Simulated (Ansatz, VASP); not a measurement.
Two plane-wave programs on SiC

Contents of POSCAR:

```
SiC
1.0
    3.0753562471      0.0000000000      0.0000000000
   -1.5376781236      2.6633366356      0.0000000000
    0.0000000000      0.0000000000      5.0481080958
Si C
2 2
Direct
    0.3333333333      0.6666666667     -0.0004084052
    0.6666666667      0.3333333333      0.4995915948
    0.3333333333      0.6666666667      0.3754084052
    0.6666666667      0.3333333333      0.8754084052
```

The input INCAR.step1:

```
  ALGO = Normal
  EDIFF = 1E-4
  ENCUT = 520
  GGA = PE
  ISMEAR = 0
  LASPH = T
  LCHARG = F
  LREAL = F
  LWAVE = T
  NBANDS = 16
  NELM = 80
  PREC = Accurate
  SIGMA = 0.01
```

The input INCAR.step2:

```
  ALGO = Normal
  EDIFF = 1E-7
  ENCUT = 520
  ISIF = 2
  ISMEAR = 0
  ISTART = 1
  LASPH = T
  LCHARG = T
  LELF = T
  LMIXTAU = T
  LREAL = F
  LVHAR = T
  LWAVE = F
  METAGGA = R2SCAN
  NBANDS = 16
  NELM = 80
  PREC = Accurate
  SIGMA = 0.01
```

Contents of KPOINTS:

```
k-points
0
Gamma
  12 12 6
```

Input for Ansatz:

```yaml
crystal:
  lattice:
    - [3.0753562471, 0.0, 0.0]
    - [-1.5376781236, 2.6633366356, 0.0]
    - [0.0, 0.0, 5.0481080958]
  atoms:
    - { symbol: Si, position: [0.3333333333, 0.6666666667, -0.0004084052] }
    - { symbol: Si, position: [0.6666666667, 0.3333333333, 0.4995915948] }
    - { symbol: C, position: [0.3333333333, 0.6666666667, 0.3754084052] }
    - { symbol: C, position: [0.6666666667, 0.3333333333, 0.8754084052] }
kpoints:
  mp_grid: { grid: [12, 12, 6] }
  band_path:
    path:
      - [0.0, 0.0, 0.0]
      - [0.5, 0.0, 0.0]
      - [0.3333333333, 0.3333333333, 0.0]
      - [0.0, 0.0, 0.5]
      - [0.5, 0.0, 0.5]
      - [0.3333333333, 0.3333333333, 0.5]
    npoints: 1
hamiltonian:
  xc: r2scan
scf:
  occupations: { method: fixed }
  n_extra_bands: 5
output:
  forces: true
  stress: true
  eigenvalues: true
```

Alike in both runs: task single point; functional r2SCAN; k mesh 12 × 12 × 6; no spin polarisation.

|  | VASP | Ansatz |
| --- | --- | --- |
| version | VASP 6.6.1 | Ansatz 0.2.0 |
| potentials or method | VASP PAW PBE potentials, release 64 (Si, C) | plane waves, PAW |
| plane-wave cutoff (eV) | 520 | 500 |
| occupations | gaussian, width 0.01 eV | fixed |
| valence electrons in the cell | 16 | 16 |

Ansatz gave:

| Quantity | Value |
| --- | --- |
| gap on the k mesh at the Fermi level (eV) | 2.65 |
| pressure (GPa) | 0.0 |

Task: What did VASP give for the same quantities?

Result: gap on the k mesh at the Fermi level (eV): 2.66; pressure (GPa): -0.2.

VASP's potentials were made for PBE, not for r2SCAN.
